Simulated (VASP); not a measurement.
Wanted: the native input for a VASP 6.6.1 run.

```
Task                   : single point
Functional             : PBEsol
Potentials or basis    : VASP PAW PBE potentials, release 64 (Pb_d, Se)
Cutoff                 : 500 eV
k mesh                 : 9 × 9 × 9
Occupations            : fermi-dirac, width 0.01 eV
Spin                   : no spin polarisation
Dipole correction      : no
Further INCAR settings : ALGO = Normal; EDIFF = 1e-06; NBANDS = 17
```

The structure of PbSe lies in POSCAR:

```
PbSe
1.0
    0.0000000000      3.0519086191      3.0519086191
    3.0519086191      0.0000000000      3.0519086191
    3.0519086191      3.0519086191      0.0000000000
Pb Se
1 1
Direct
    0.0000000000      0.0000000000      0.0000000000
    0.5000000000      0.5000000000      0.5000000000
```

This cell differs from its parent crystal: volume scaled by 0.99.

These files were run (other wordings do the same):

INCAR

```
PREC     = Accurate       # precision mode
ENCUT    = 500            # plane-wave cutoff, eV
EDIFF    = 1E-6           # SCF threshold, eV
ISMEAR   = -1             # smearing method
SIGMA    = 0.01           # smearing width, eV
LREAL    = F              # projectors in reciprocal space
LASPH    = T              # aspherical terms in the spheres
NELM     = 120            # most SCF steps
ALGO     = Normal         # electronic algorithm
ISIF     = 2              # what is computed and relaxed
LWAVE    = F              # write WAVECAR
LCHARG   = F              # write CHGCAR
GGA      = PS             # functional
NBANDS   = 17             # bands
GGA_COMPAT= F
```

KPOINTS

```
Automatic mesh
0
Gamma
  9 9 9
```

Potentials or basis: VASP PAW PBE potentials, release 64 (Pb_d, Se).

Command:

```console
$ cat potpaw_PBE.64/Pb_d/POTCAR potpaw_PBE.64/Se/POTCAR > POTCAR
$ mpirun -np 1 vasp_std > vasp.out
```

Results of the run:

```json
{"Pressure": "-0.1 GPa"}
```

Caveat: the PAW data sets were made with another functional, which shifts forces and pressure a little.

Wall time 39 s on 1 thread of Intel Xeon 8259CL, with other jobs on the host, peak memory 0.19 GiB.
